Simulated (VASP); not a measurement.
Wanted: the native input for a VASP 6.6.1 run.

| Property | Result |
| --- | --- |
| Task | relaxation of cell and atoms |
| Functional | PBE |
| Potentials or basis | VASP PAW PBE potentials, release 64 (Sc_sv, Mo_sv) |
| Cutoff | 600 eV |
| k mesh | 4 × 4 × 4 |
| Occupations | gaussian, width 0.1 eV |
| Spin | no spin polarisation |
| Dipole correction | no |
| Further INCAR settings | ALGO = Normal; EDIFF = 1e-07; IBRION = 2; EDIFFG = -0.04; NSW = 90; ISIF = 3 |

The structure of Sc3Mo lies in POSCAR:

```
Sc3Mo
1.0
    4.1722120800      0.0000000000      0.0000000000
    0.0000000000      4.1722120800      0.0000000000
    0.0000000000      0.0000000000      4.1722120800
Sc Mo
3 1
Direct
    0.5000000000      0.0000000000      0.5000000000
    0.0000000000      0.5000000000      0.5000000000
    0.5000000000      0.5000000000      0.0000000000
    0.0000000000      0.0000000000      0.0000000000
```

These files were run (other wordings do the same):

INCAR

```
PREC = Accurate ; ENCUT = 600
EDIFF = 1E-7 ; ISMEAR = 0
SIGMA = 0.1 ; LREAL = False
LASPH = True ; NELM = 100
ALGO = Normal ; ISIF = 3
LWAVE = False ; LCHARG = False
GGA = PE ; IBRION = 2
NSW = 90 ; EDIFFG = -0.04
```

KPOINTS

```
Automatic mesh
0
Gamma
  4 4 4
```

Potentials or basis: VASP PAW PBE potentials, release 64 (Sc_sv, Mo_sv).

Command:

```console
$ cat potpaw_PBE.64/Sc_sv/POTCAR potpaw_PBE.64/Mo_sv/POTCAR > POTCAR
$ mpirun -np 1 vasp_std > vasp.out
```

It gave:

- Relaxed volume: 20.97 Å³/atom
- Relaxed cell: a = 4.377 Å, b = 4.377 Å, c = 4.377 Å, α = 90.00°, β = 90.00°, γ = 90.00°
- Space group after relaxing (to 0.05 Å): Pm-3m (No. 221)
- Energy gained by relaxing: 113.6 meV/atom
- Ionic steps: 3
- Pressure after relaxing: 0.0 GPa

Caveat: the k points lie up to 0.36 Å⁻¹ apart in the final cell; the volume moved by over 15 % at a fixed basis, so the end points are rough.

Run time: 52 s on 1 thread of Intel(R) Xeon(R) Platinum 8488C (Sapphire Rapids), with other jobs on the host, peak memory 0.22 GiB.
